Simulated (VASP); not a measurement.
# TiCo (Pm-3m) in VASP: vibrations by perturbation theory with PBE

Aim: the vibrations by perturbation theory of TiCo with PBE.

Everything below comes from runs of VASP 6.6.1. Logs are shortened: lines on timing, memory, paths and dates and some standing lists are left out, and cuts for length are marked.

### 1 The cell of the first run

Symmetry: Pm-3m, No. 221, cubic system. The conventional cell has a = 2.985 Å, b = 2.985 Å, c = 2.985 Å, α = 90.00°, β = 90.00°, γ = 90.00°. Ti (site symmetry m-3m) has 8 Co at 2.58 Å and 6 Ti at 2.98 Å within 3.4 Å. Co (site symmetry m-3m) has 8 Ti at 2.58 Å and 6 Co at 2.98 Å within 3.4 Å.

### 2 Vibrations by perturbation theory, PBE, collinear spin, ferromagnetic start

File INCAR:

```
ALGO = Normal ; EDIFF = 1E-8
ENCUT = 520 ; GGA = PE
IBRION = 8 ; ISIF = 2
ISMEAR = 0 ; ISPIN = 2
LASPH = True ; LCHARG = False
LMAXMIX = 4 ; LORBIT = 11
LREAL = False ; LWAVE = False
MAGMOM = 0 1.04 ; NBANDS = 22
NELM = 150 ; NSW = 1
PREC = Accurate ; SIGMA = 0.2
```

File KPOINTS:

```
k-points
0
Gamma
  14 14 14
```

File POSCAR:

```
TiCo
1.0
    2.9846712902      0.0000000000      0.0000000000
    0.0000000000      2.9846712902      0.0000000000
    0.0000000000      0.0000000000      2.9846712902
Ti Co
1 1
Direct
    0.0000000000      0.0000000000      0.0000000000
    0.5000000000      0.5000000000      0.5000000000
```

Potentials or basis: VASP PAW PBE potentials, release 64 (Ti_sv, Co).

Started as:

```bash
cat potpaw_PBE.64/Ti_sv/POTCAR potpaw_PBE.64/Co/POTCAR > POTCAR
mpirun -np 1 vasp_std > vasp.out
```

OUTCAR:

```text
EDIFF = 1E-8
   ENCUT = 520
   GGA = PE
   IBRION = 8
   ISIF = 2
   ISMEAR = 0
   ISPIN = 2
   LASPH = True
   LORBIT = 11
   LREAL = False
   NELM = 150
   NSW = 1
   PREC = Accurate

 ion  position               nearest neighbor table
   1  0.000  0.000  0.000-   2 2.58   2 2.58   2 2.58   2 2.58   2 2.58   2 2.58   2 2.58   2 2.58

   2  0.500  0.500  0.500-   1 2.58   1 2.58   1 2.58   1 2.58   1 2.58   1 2.58   1 2.58   1 2.58

  LATTYP: Found a simple cubic cell.
 ALAT       =     2.9846712902

  Lattice vectors:

 A1 = (   2.9846712902,   0.0000000000,   0.0000000000)
 A2 = (   0.0000000000,   2.9846712902,   0.0000000000)
 A3 = (   0.0000000000,   0.0000000000,   2.9846712902)

Analysis of symmetry for initial positions (statically):
=====================================================================
 Subroutine PRICEL returns:
 Original cell was already a primitive cell.

 Routine SETGRP: Setting up the symmetry group for a
 simple cubic supercell.

 Subroutine GETGRP returns: Found 48 space group operations
 (whereof 48 operations were pure point group operations)
 out of a pool of 48 trial point group operations.

The static configuration has the point symmetry O_h .

Analysis of symmetry for dynamics (positions and initial velocities):
=====================================================================
 Subroutine PRICEL returns:
 Original cell was already a primitive cell.

 Routine SETGRP: Setting up the symmetry group for a
 simple cubic supercell.

 Subroutine GETGRP returns: Found 48 space group operations
 (whereof 48 operations were pure point group operations)
 out of a pool of 48 trial point group operations.

The dynamic configuration has the point symmetry O_h .

Analysis of structural, dynamic, and magnetic symmetry:
=====================================================================
 Subroutine PRICEL returns:
 Original cell was already a primitive cell.

 Routine SETGRP: Setting up the symmetry group for a
 simple cubic supercell.

 Subroutine GETGRP returns: Found 48 space group operations
 (whereof 48 operations were pure point group operations)
 out of a pool of 48 trial point group operations.

The overall configuration has the point symmetry O_h .

 Subroutine INISYM returns: Found 48 space group operations
 (whereof 48 operations are pure point group operations),
 and found     1 'primitive' translations

----------------------------------------------------------------------------------------

                                     Primitive cell

  volume of cell :      26.5882

  direct lattice vectors                    reciprocal lattice vectors
     2.984671290  0.000000000  0.000000000     0.335045271  0.000000000  0.000000000
     0.000000000  2.984671290  0.000000000     0.000000000  0.335045271  0.000000000
     0.000000000  0.000000000  2.984671290     0.000000000  0.000000000  0.335045271

  length of vectors
     2.984671290  2.984671290  2.984671290     0.335045271  0.335045271  0.335045271

  position of ions in fractional coordinates (direct lattice)
     0.000000000  0.000000000  0.000000000
     0.500000000  0.500000000  0.500000000

  ion indices of the primitive-cell ions
   primitive index   ion index
                 1           1
                 2           2

----------------------------------------------------------------------------------------

 KPOINTS: k-points

Automatic generation of k-mesh.
 Grid dimensions read from file:
 generate k-points for:   14   14   14

[... 109 lines left out ...]
  ---------------------------------------------------
  free energy    TOTEN  =       -15.69333022 eV

  energy without entropy =      -15.65399120  energy(sigma->0) =      -15.67366071

 E-fermi :   9.9388     XC(G=0): -12.5821

 val. band max:        9.9370733579   @ k =   0.4286   0.1429   0.0714
 cond. band min:       9.9420109994   @ k =   0.2857   0.0714   0.0714
 fundamental gap:      0.0049376415
 Fermi energy:         9.9387814593

 spin component 1

 k-point     1 :       0.0000    0.0000    0.0000
  band No.  band energies     occupation
      1     -47.2033      1.00000
      2     -23.2954      1.00000
      3     -23.2954      1.00000
      4     -23.2954      1.00000
      5       2.2581      1.00000
      6       5.7901      1.00000
[... 589 lines left out ...]
     21      28.0143      0.00000
     22      29.5217      0.00000

 [... further k-points ...]

 spin component 2

 k-point     1 :       0.0000    0.0000    0.0000
  band No.  band energies     occupation
      1     -47.2158      1.00000
      2     -23.3088      1.00000
      3     -23.3088      1.00000
      4     -23.3088      1.00000
      5       2.2469      1.00000
      6       6.4239      1.00000
[... 592 lines left out ...]
 [... further k-points ...]

------------------------ aborting loop because EDIFF is reached ----------------------------------------

  FORCE on cell =-STRESS in cart. coord.  units (eV):
  Direction    XX          YY          ZZ          XY          YZ          ZX
  --------------------------------------------------------------------------------------
  -------------------------------------------------------------------------------------
  Total       -0.0923822     -0.0923822     -0.0923822     -0.0000000      0.0000000      0.0000000
  in kB       -5.5668450     -5.5668450     -5.5668450     -0.0000000      0.0000000      0.0000000
  external PRESSURE =      -5.5668450 kB  Pullay stress =       0.0000000 kB

 VOLUME and BASIS-vectors are now :
 -----------------------------------------------------------------------------
  energy-cutoff  :      520.00
  volume of cell :       26.59
      direct lattice vectors                 reciprocal lattice vectors
     2.984671290  0.000000000  0.000000000     0.335045271  0.000000000  0.000000000
     0.000000000  2.984671290  0.000000000     0.000000000  0.335045271  0.000000000
     0.000000000  0.000000000  2.984671290     0.000000000  0.000000000  0.335045271

 POSITION                                       TOTAL-FORCE (eV/Angst)
 -----------------------------------------------------------------------------------
      0.00000      0.00000      0.00000         0.000000      0.000000      0.000000
      1.49234      1.49234      1.49234         0.000000      0.000000      0.000000
 -----------------------------------------------------------------------------------
    total drift:                                0.000000      0.000000     -0.000000

  FREE ENERGIE OF THE ION-ELECTRON SYSTEM (eV)
  ---------------------------------------------------
  free  energy   TOTEN  =       -15.6933302243 eV

  energy  without entropy=      -15.6539912036  energy(sigma->0) =      -15.67366071

[... ionic steps 2 to 3 ...]

--------------------------------------- Ionic step        4  -------------------------------------------

------------------------ aborting loop because EDIFF is reached ----------------------------------------

[... ionic steps 5 to 6 ...]

--------------------------------------- Ionic step        7  -------------------------------------------

 Free energy of the ion-electron system (eV)
  ---------------------------------------------------
  ---------------------------------------------------
  free energy    TOTEN  =        -0.16598670 eV

  energy without entropy =       -0.16598676

------------------------ aborting loop because EDIFF is reached ----------------------------------------

 INTERNAL STRAIN TENSOR  FOR ION    2  DIRECTION 1   (eV/Angst):
 -----------------------------------------------------------------------------
     0.08434  0.00000  0.00000
    -0.00000 -0.01823  0.00000
     0.00000  0.00000 -0.01823

 INTERNAL STRAIN TENSOR FOR ION    2 for displacements in x,y,z  (eV/Angst):
          X           Y           Z          XY          YZ          ZX
  --------------------------------------------------------------------------------
  x     0.00000     0.00000     0.00000     0.00000     0.00000     0.00000
  y     0.00000     0.00000     0.00000     0.00000     0.00000     0.00000
  z     0.00000     0.00000     0.00000     0.00000     0.00000     0.00000

 SECOND DERIVATIVES (NOT SYMMETRIZED)
 ------------------------------------
               1X          1Y          1Z          2X          2Y          2Z
  1X    -4.909078   -0.000000   -0.000000    4.909078    0.000000    0.000000
  1Y    -0.000000   -4.909078   -0.000000    0.000000    4.909078    0.000000
  1Z    -0.000000   -0.000000   -4.909078    0.000000    0.000000    4.909078
  2X     4.900034    0.000000    0.000000   -4.900034   -0.000000   -0.000000
  2Y     0.000000    4.900034    0.000000   -0.000000   -4.900034   -0.000000
  2Z     0.000000    0.000000    4.900034   -0.000000   -0.000000   -4.900034

 Eigenvectors and eigenvalues of the dynamical matrix
 ----------------------------------------------------

   1 f  =    6.736387 THz    42.325970 2PiTHz  224.701693 cm-1    27.859447 meV
             X         Y         Z           dx          dy          dz
      0.000000  0.000000  0.000000     0.000000    0.743099   -0.000000
      1.492336  1.492336  1.492336     0.000000   -0.669182    0.000000
[... 21 lines left out ...]
   6 f/i=    0.003089 THz     0.019407 2PiTHz    0.103028 cm-1     0.012774 meV
             X         Y         Z           dx          dy          dz
      0.000000  0.000000  0.000000     0.669182   -0.000000    0.000000
      1.492336  1.492336  1.492336     0.743099   -0.000000    0.000000

--------------------------------------------------------------------------------------------------------

 ELASTIC MODULI CONTR FROM IONIC RELAXATION (kBar)
 Direction    XX          YY          ZZ          XY          YZ          ZX
 --------------------------------------------------------------------------------
 XX           0.0000      0.0000      0.0000      0.0000      0.0000      0.0000
 YY           0.0000      0.0000      0.0000      0.0000      0.0000      0.0000
 ZZ           0.0000      0.0000      0.0000      0.0000      0.0000      0.0000
 XY           0.0000      0.0000      0.0000      0.0000      0.0000      0.0000
 YZ           0.0000      0.0000      0.0000      0.0000      0.0000      0.0000
 ZX           0.0000      0.0000      0.0000      0.0000      0.0000      0.0000
 --------------------------------------------------------------------------------

 total charge

# of ion       s       p       d       tot
------------------------------------------
    1        2.247   6.180   1.860  10.287
    2        0.526   0.459   7.307   8.292
--------------------------------------------------
tot          2.773   6.639   9.167  18.579

 magnetization (x)

# of ion       s       p       d       tot
------------------------------------------
    1       -0.002  -0.012  -0.017  -0.032
    2        0.027  -0.006   0.876   0.897
--------------------------------------------------
tot          0.025  -0.018   0.859   0.866
```

Wall time 6.6 min (1 thread of Intel Xeon 6975P-C (Granite Rapids), shared host); peak memory 0.67 GiB.

Results:

| Quantity | Value |
| --- | --- |
| Net moment | 0.82 μB per cell |
| Site moments | Ti -0.03; Co +0.90 μB |
| Valence electrons inside the program's atomic spheres | Ti 10.29; Co 8.29 |
| Highest phonon frequency at Γ | 225 cm⁻¹ |

Phonon frequencies in cm⁻¹ (negative: imaginary):
```tsv
q point	frequencies
(0.000, 0.000, 0.000)	0 0 0 225 225 225
```
